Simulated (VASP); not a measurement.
# Hf (P6_3/mmc) in VASP: further runs

The runs below take Hf through single point, relaxation of cell and atoms, with PBE.

Everything below comes from runs of VASP 6.6.1. Logs are shortened: lines on timing, memory, paths and dates and some standing lists are left out, and cuts for length are marked.

**1. The cell of the first run**

The structure is hexagonal, space group P6_3/mmc (No. 194). Conventional cell: a = 3.198 Å, b = 3.198 Å, c = 5.081 Å, α = 90.00°, β = 90.00°, γ = 120.00°. Hf (site symmetry -6m2) has 12 Hf at 3.14 to 3.20 Å within 4.1 Å.

**2. Single point, PBE**

The input, INCAR:

```
SYSTEM = Hf
PREC = Accurate ; ENCUT = 520
EDIFF = 1E-6 ; ISMEAR = 0
SIGMA = 0.05 ; LREAL = .False.
LASPH = .True. ; NELM = 60
ALGO = Normal ; ISIF = 2
LWAVE = .False. ; LCHARG = .False.
GGA = PE ; NBANDS = 17
```

The input, KPOINTS:

```
regular mesh
0
Gamma
  8 8 4
  0 0 0
```

The input, POSCAR:

```
Hf
1.0
    3.1979231299      0.0000000000      0.0000000000
   -1.5989615650      2.7694826699      0.0000000000
    0.0000000000      0.0000000000      5.0809899395
Hf
2
Direct
    0.3333333333      0.6666666667      0.7500000000
    0.6666666667      0.3333333333      0.2500000000
```

Potentials or basis: VASP PAW PBE potentials, release 64 (Hf_pv).

On the command line:

```console
$ cat potpaw_PBE.64/Hf_pv/POTCAR > POTCAR
$ mpirun -np 1 vasp_std > vasp.out
```

OUTCAR:

```text
SYSTEM = Hf
   PREC = Accurate
   ENCUT = 520
   EDIFF = 1E-6
   ISMEAR = 0
   LREAL = .False.
   LASPH = .True.
   NELM = 60
   ISIF = 2
   GGA = PE

 ion  position               nearest neighbor table
   1  0.333  0.667  0.750-   2 3.14   2 3.14   2 3.14   2 3.14   2 3.14   2 3.14
   2  0.667  0.333  0.250-   1 3.14   1 3.14   1 3.14   1 3.14   1 3.14   1 3.14

  LATTYP: Found a hexagonal cell.
 ALAT       =     3.1979231299
 C/A-ratio  =     1.5888405484

  Lattice vectors:

 A1 = (   3.1979231299,   0.0000000000,   0.0000000000)
 A2 = (  -1.5989615650,   2.7694826699,   0.0000000000)
 A3 = (   0.0000000000,   0.0000000000,   5.0809899395)

Analysis of symmetry for initial positions (statically):
=====================================================================
 Subroutine PRICEL returns:
 Original cell was already a primitive cell.

 Routine SETGRP: Setting up the symmetry group for a
 hexagonal supercell.

 Subroutine GETGRP returns: Found 24 space group operations
 (whereof 12 operations were pure point group operations)
 out of a pool of 24 trial point group operations.

The static configuration has the point symmetry D_3d.
 The point group associated with its full space group is D_6h.

Analysis of symmetry for dynamics (positions and initial velocities):
=====================================================================
 Subroutine PRICEL returns:
 Original cell was already a primitive cell.

 Routine SETGRP: Setting up the symmetry group for a
 hexagonal supercell.

 Subroutine GETGRP returns: Found 24 space group operations
 (whereof 12 operations were pure point group operations)
 out of a pool of 24 trial point group operations.

The dynamic configuration has the point symmetry D_3d.
 The point group associated with its full space group is D_6h.

 Subroutine INISYM returns: Found 24 space group operations
 (whereof 12 operations are pure point group operations),
 and found     1 'primitive' translations

----------------------------------------------------------------------------------------

                                     Primitive cell

  volume of cell :      45.0003

  direct lattice vectors                    reciprocal lattice vectors
     3.197923130  0.000000000  0.000000000     0.312702951  0.180539133  0.000000000
    -1.598961565  2.769482670  0.000000000     0.000000000  0.361078266  0.000000000
     0.000000000  0.000000000  5.080989940     0.000000000  0.000000000  0.196812041

  length of vectors
     3.197923130  3.197923130  5.080989940     0.361078266  0.361078266  0.196812041

  position of ions in fractional coordinates (direct lattice)
     0.333333333  0.666666667  0.750000000
     0.666666667  0.333333333  0.250000000

  ion indices of the primitive-cell ions
   primitive index   ion index
                 1           1
                 2           2

----------------------------------------------------------------------------------------

 KPOINTS: regular mesh

Automatic generation of k-mesh.
 Grid dimensions read from file:
 generate k-points for:    8    8    4

 Generating k-lattice:

  Cartesian coordinates                     Fractional coordinates (reciprocal lattice)
     0.039087869  0.022567392  0.000000000     0.125000000  0.000000000  0.000000000
     0.000000000  0.045134783  0.000000000     0.000000000  0.125000000  0.000000000
     0.000000000  0.000000000  0.049203010     0.000000000  0.000000000  0.250000000

  Length of vectors
     0.045134783  0.045134783  0.049203010

  Shift w.r.t. Gamma in fractional coordinates (k-lattice)
     0.000000000  0.000000000  0.000000000

 Subroutine IBZKPT returns following result:
 ===========================================

 Found     30 irreducible k-points:

 Following reciprocal coordinates:
            Coordinates               Weight
  0.000000  0.000000  0.000000      1.000000
  0.125000  0.000000  0.000000      6.000000
  0.250000  0.000000  0.000000      6.000000
  0.375000  0.000000  0.000000      6.000000
  0.500000  0.000000  0.000000      3.000000
  0.125000  0.125000  0.000000      6.000000
[... 16 lines left out ...]
  0.250000  0.000000  0.500000      6.000000
  0.375000  0.000000  0.500000      6.000000
 [... further k-points ...]
   k-points           NKPTS =     30   k-points in BZ     NKDIM =     30   number of bands    NBANDS=     17
   number of dos      NEDOS =    301   number of ions     NIONS =      2
   total plane-waves  NPLWV =  23040
   dimension x,y,z NGX =    24 NGY =   24 NGZ =   40
   dimension x,y,z NGXF=    48 NGYF=   48 NGZF=   80
   ions per type =               2
   NGX,Y,Z   is equivalent  to a cutoff of  12.48, 12.48, 13.09 a.u.
   NGXF,Y,Z  is equivalent  to a cutoff of  24.95, 24.95, 26.18 a.u.
 SYSTEM =  Hf
   PREC   = accura    normal or accurate (medium, high low for compatibility)
   ISTART =      0    job   : 0-new  1-cont  2-samecut
   ICHARG =      2    charge: 1-file 2-atom 10-const
   ISPIN  =      1    spin polarized calculation?
   LNONCOLLINEAR =      F non collinear calculations
   LSORBIT =      F    spin-orbit coupling
   LASPH  =      T    aspherical Exc in radial PAW
   ENCUT  =  520.0 eV  38.22 Ry    6.18 a.u.   5.95  5.95  9.45*2*pi/ulx,y,z
   NELM   =     60;   NELMIN=  2; NELMDL= -5     # of ELM steps
   EDIFF  = 0.1E-05   stopping-criterion for ELM
   LREAL  =      F    real-space projection
   EDIFFG = 0.1E-04   stopping-criterion for IOM
   NSW    =      0    number of steps for IOM
   IBRION =     -1    ionic relax: 0-MD 1-quasi-New 2-CG
   NFREE  =      0    steps in history (QN), initial steepest desc. (CG)
   ISIF   =      2    stress and relaxation
   ISYM   =      2    0-nonsym 1-usesym 2-fastsym
   POTIM  = 0.5000    time-step for ionic-motion
   TEBEG  =    0.0;   TEEND  =   0.0 temperature during run
   PSTRESS=    0.0 pullay stress
   NELECT =      20.0000    total number of electrons
   NUPDOWN=      -1.0000    fix difference up-down
   EMIN   =  10.00;   EMAX   =-10.00  energy-range for DOS
   EFERMI =   0.00;   METHOD = LEGACY
   ISMEAR =     0;   SIGMA  =   0.05  broadening in eV -4-tet -1-fermi 0-gaus
   EFERMI_NEDOS =   21; number of points for ismear=-14 and -15
   IALGO  =     38    algorithm
   IMIX   =      4    mixing-type and parameters
     AMIX     =   0.40;   BMIX     =  1.00
     AMIX_MAG =   1.60;   BMIX_MAG =  1.00
  volume/ion in A,a.u.               =      22.50       151.84
  Fermi-wavevector in a.u.,A,eV,Ry     =   1.249338  2.360906 21.236579  1.560845
  Thomas-Fermi vector in A             =   2.383383
   LORBIT       =      0    0 simple, 1 ext, 2 COOP (PROOUT), +10 PAW based schemes
   GGA     = PE    functional components
   LHFCALC =     F    Hartree Fock is set to
   AEXX    =    0.0000 exact exchange contribution
   IVDW    =     0    specifies the selected vdW correction
   LEPSILON=     F    determine dielectric tensor
   LRPA    =     F    only Hartree local field effects (RPA)
 non-spin polarized calculation
 Gauss-broadening in eV      SIGMA  =   0.05
  energy-cutoff  :      520.00
  volume of cell :       45.00
 maximum number of plane-waves:      1224
 NGX is ok and might be reduce to    24
   NGX = 11   NGY = 11   NGZ = 19

 number of electron      20.0000005 magnetization

 Free energy of the ion-electron system (eV)
  ---------------------------------------------------
  ext. energy  EPLUGINS =         0.00000000
  ---------------------------------------------------
  free energy    TOTEN  =       -19.86475813 eV

  energy without entropy =      -19.86319937  energy(sigma->0) =      -19.86397875

 E-fermi :   4.9343     XC(G=0): -11.2572

 val. band max:        4.9287080193   @ k =   0.0000   0.0000   0.2500
 cond. band min:       4.9678680291   @ k =   0.3750   0.2500   0.2500
 fundamental gap:      0.0391600098
 Fermi energy:         4.9342523478

 k-point     1 :       0.0000    0.0000    0.0000
  band No.  band energies     occupation
      1     -26.1926      2.00000
      2     -25.4685      2.00000
      3     -25.4685      2.00000
      4     -25.3498      2.00000
      5     -25.3458      2.00000
      6     -25.3458      2.00000
[... 9 lines left out ...]
     16       7.5389      0.00000
     17      10.1894      0.00000

 k-point     2 :       0.1250    0.0000    0.0000
  band No.  band energies     occupation
      1     -26.1536      2.00000
      2     -25.5514      2.00000
      3     -25.4958      2.00000
      4     -25.4325      2.00000
      5     -25.3676      2.00000
      6     -25.3574      2.00000
[... 9 lines left out ...]
     16       7.2877      0.00000
     17      10.5007      0.00000

 k-point     3 :       0.2500    0.0000    0.0000
  band No.  band energies     occupation
      1     -26.0485      2.00000
      2     -25.7518      2.00000
      3     -25.6315      2.00000
      4     -25.5582      2.00000
      5     -25.4213      2.00000
      6     -25.3884      2.00000
[... 9 lines left out ...]
     16       8.4593      0.00000
     17      10.9599      0.00000

 k-point     4 :       0.3750    0.0000    0.0000
  band No.  band energies     occupation
      1     -25.9513      2.00000
      2     -25.9141      2.00000
      3     -25.8180      2.00000
      4     -25.6174      2.00000
      5     -25.5041      2.00000
      6     -25.4216      2.00000
[... 9 lines left out ...]
     16      10.0543      0.00000
     17      11.2143      0.00000

 k-point     5 :       0.5000    0.0000    0.0000
  band No.  band energies     occupation
      1     -26.0332      2.00000
      2     -25.8923      2.00000
      3     -25.8347      2.00000
      4     -25.6412      2.00000
      5     -25.5620      2.00000
      6     -25.4358      2.00000
[... 9 lines left out ...]
     16      11.2838      0.00000
     17      11.7664      0.00000

 k-point     6 :       0.1250    0.1250    0.0000
  band No.  band energies     occupation
      1     -26.0813      2.00000
      2     -25.6659      2.00000
      3     -25.6220      2.00000
      4     -25.5025      2.00000
      5     -25.4036      2.00000
      6     -25.3972      2.00000
[... 9 lines left out ...]
     16       8.2655      0.00000
     17      10.7099      0.00000

 k-point     7 :       0.2500    0.1250    0.0000
  band No.  band energies     occupation
      1     -25.9591      2.00000
      2     -25.8504      2.00000
      3     -25.7720      2.00000
      4     -25.5988      2.00000
      5     -25.4743      2.00000
      6     -25.4515      2.00000
[... 9 lines left out ...]
     16       9.8925      0.00000
     17      10.8976      0.00000

 k-point     8 :       0.3750    0.1250    0.0000
  band No.  band energies     occupation
      1     -25.9896      2.00000
      2     -25.8575      2.00000
      3     -25.8362      2.00000
      4     -25.6750      2.00000
      5     -25.5604      2.00000
      6     -25.4864      2.00000
[... 9 lines left out ...]
     16      10.9818      0.00000
     17      11.5759      0.00000
[... 203 lines left out ...]
      1     -25.9864      2.00000
      2     -25.9434      2.00000
      3     -25.7385      2.00000
      4     -25.6764      2.00000
      5     -25.5727      2.00000
      6     -25.4886      2.00000
[... 9 lines left out ...]
     16      10.9687      0.00000
     17      11.7921      0.00000

 k-point    20 :       0.3750    0.2500    0.2500
  band No.  band energies     occupation
      1     -25.9895      2.00000
      2     -25.9257      2.00000
      3     -25.8337      2.00000
      4     -25.6692      2.00000
      5     -25.5881      2.00000
      6     -25.5239      2.00000
[... 9 lines left out ...]
     16      10.5815      0.00000
     17      11.4728      0.00000

 k-point    21 :       0.0000    0.0000    0.5000
  band No.  band energies     occupation
      1     -25.7861      2.00000
      2     -25.7861      2.00000
      3     -25.4074      2.00000
      4     -25.4074      2.00000
      5     -25.4074      2.00000
      6     -25.4074      2.00000
[... 9 lines left out ...]
     16       9.6476      0.00000
     17       9.6476      0.00000

 k-point    22 :       0.1250    0.0000    0.5000
  band No.  band energies     occupation
      1     -25.8029      2.00000
      2     -25.8029      2.00000
      3     -25.4613      2.00000
      4     -25.4613      2.00000
      5     -25.4270      2.00000
      6     -25.4270      2.00000
[... 9 lines left out ...]
     16       9.5503      0.00000
     17       9.6796      0.00000

 k-point    23 :       0.2500    0.0000    0.5000
  band No.  band energies     occupation
      1     -25.8912      2.00000
      2     -25.8912      2.00000
      3     -25.5391      2.00000
      4     -25.5391      2.00000
      5     -25.4740      2.00000
      6     -25.4740      2.00000
[... 9 lines left out ...]
     16       9.5640      0.00000
     17       9.8567      0.00000

 k-point    24 :       0.3750    0.0000    0.5000
  band No.  band energies     occupation
      1     -26.0328      2.00000
      2     -26.0328      2.00000
      3     -25.5574      2.00000
      4     -25.5574      2.00000
      5     -25.5204      2.00000
      6     -25.5204      2.00000
[... 9 lines left out ...]
     16      10.2658      0.00000
     17      10.3308      0.00000

 [... further k-points ...]

------------------------ aborting loop because EDIFF is reached ----------------------------------------

  FORCE on cell =-STRESS in cart. coord.  units (eV):
  Direction    XX          YY          ZZ          XY          YZ          ZX
  --------------------------------------------------------------------------------------
  -------------------------------------------------------------------------------------
  Total       -0.1094905     -0.1094905     -0.1421393      0.0000000      0.0000000      0.0000000
  in kB       -3.8982698     -3.8982698     -5.0606905      0.0000000      0.0000000      0.0000000
  external PRESSURE =      -4.2857433 kB  Pullay stress =       0.0000000 kB

 VOLUME and BASIS-vectors are now :
 -----------------------------------------------------------------------------
  energy-cutoff  :      520.00
  volume of cell :       45.00
      direct lattice vectors                 reciprocal lattice vectors
     3.197923130  0.000000000  0.000000000     0.312702951  0.180539133  0.000000000
    -1.598961565  2.769482670  0.000000000     0.000000000  0.361078266  0.000000000
     0.000000000  0.000000000  5.080989940     0.000000000  0.000000000  0.196812041

 POSITION                                       TOTAL-FORCE (eV/Angst)
 -----------------------------------------------------------------------------------
     -0.00000      1.84632      3.81074         0.000000      0.000000      0.000000
      1.59896      0.92316      1.27025        -0.000000     -0.000000      0.000000
 -----------------------------------------------------------------------------------
    total drift:                               -0.000000      0.000000     -0.000000

  FREE ENERGIE OF THE ION-ELECTRON SYSTEM (eV)
  ---------------------------------------------------
  free  energy   TOTEN  =       -19.8647581268 eV

  energy  without entropy=      -19.8631993715  energy(sigma->0) =      -19.86397875
```

Run time: 20 s. Hardware: 1 thread of Intel Xeon 8259CL, shared host; peak memory 0.16 GiB.

Results:

```yaml
Free_energy: -19.8648 eV
Pressure: -0.4 GPa
Band_gap_on_the_k_mesh: zero (band 10 reaches 6.07 eV, above the bottom of band 11 at 4.62 eV)
```

Stress tensor (GPa, compression positive):
```
-0.39  0.00  0.00
 0.00 -0.39  0.00
 0.00  0.00 -0.51
```

Levels at points of the mesh, in eV from the Fermi level:
| k point | band 7 | band 8 | band 9 | band 10 | band 11 | band 12 | band 13 | band 14 |
| --- | --- | --- | --- | --- | --- | --- | --- | --- |
| (0.00, 0.00, 0.00) | -7.42 | -3.76 | 0.53 | 1.13 | 1.13 | 1.36 | 1.94 | 1.94 |
| (0.50, 0.00, 0.00) | -3.39 | -2.78 | -2.27 | -0.85 | 0.77 | 0.79 | 1.59 | 5.82 |
| (0.00, 0.00, 0.50) | -5.46 | -5.46 | 0.07 | 0.07 | 1.03 | 1.03 | 1.03 | 1.03 |
| (0.50, 0.00, 0.50) | -3.44 | -3.44 | -1.04 | -1.04 | 1.11 | 1.11 | 2.60 | 2.60 |

Caveat: spin-orbit coupling is left out, which moves the levels of the heavy elements.

**3. Relaxation of cell and atoms, PBE**

This run uses another cell than the first one, of 22.45 Å³/atom, 0.998 times its volume.

The input, INCAR:

```
PREC = Accurate ; ENCUT = 600
EDIFF = 1E-6 ; ISMEAR = 0
SIGMA = 0.05 ; LREAL = F
LASPH = T ; NELM = 80
ALGO = Fast ; ISIF = 3
LWAVE = F ; LCHARG = F
GGA = PE ; IBRION = 2
NSW = 80 ; EDIFFG = -0.03
```

The input, KPOINTS:

```
regular mesh
0
Gamma
  8 8 4
```

The input, POSCAR:

```
Hf
1.0
    3.2000000000      0.0000000000      0.0000000000
   -1.6000000000      2.7712812921      0.0000000000
    0.0000000000      0.0000000000      5.0624000000
Hf
2
Direct
    0.3333333333      0.6666666667      0.7500000000
    0.6666666667      0.3333333333      0.2500000000
```

Potentials or basis: VASP PAW PBE potentials, release 64 (Hf_pv).

On the command line:

```console
$ cat potpaw_PBE.64/Hf_pv/POTCAR > POTCAR
$ mpirun -np 1 vasp_std > vasp.out
```

It took 58 s on 1 thread of Intel Xeon 8259CL, shared host; peak memory 0.19 GiB.

Results (log left out):

```
Free energy                            : -19.8654 eV
Relaxed volume                         : 22.37 Å³/atom
Relaxed cell                           : a = 3.194 Å, b = 3.194 Å, c = 5.064 Å, α = 90.00°, β = 90.00°, γ = 120.00°
Space group after relaxing (to 0.05 Å) : P6_3/mmc (No. 194)
Energy gained by relaxing              : 0.0 meV/atom
Ionic steps                            : 2
Pressure after relaxing                : 0.2 GPa
Band gap on the k mesh                 : zero (band 10 reaches 6.10 eV, above the bottom of band 11 at 4.67 eV)
```

Final structure:
```xyz
2
Lattice="3.1940 0.0000 0.0000 -1.5970 2.7661 0.0000 0.0000 0.0000 5.0644" Properties=species:S:1:pos:R:3 pbc="T T T"
Hf    0.0000    1.8441    3.7983
Hf    1.5970    0.9220    1.2661
```

Levels at points of the mesh, in eV from the Fermi level:
| k point | band 6 | band 7 | band 8 | band 9 | band 10 | band 11 | band 12 | band 13 | band 14 |
| --- | --- | --- | --- | --- | --- | --- | --- | --- | --- |
| (0.00, 0.00, 0.00) | -30.27 | -7.45 | -3.78 | 0.56 | 1.12 | 1.12 | 1.37 | 1.93 | 1.93 |
| (0.50, 0.00, 0.00) | -30.36 | -3.42 | -2.81 | -2.30 | -0.86 | 0.74 | 0.79 | 1.60 | 5.84 |
| (0.00, 0.00, 0.50) | -30.33 | -5.48 | -5.48 | 0.07 | 0.07 | 1.01 | 1.01 | 1.01 | 1.01 |
| (0.50, 0.00, 0.50) | -30.47 | -3.47 | -3.47 | -1.06 | -1.06 | 1.11 | 1.11 | 2.59 | 2.59 |

Caveat: spin-orbit coupling is left out, which moves the levels of the heavy elements.
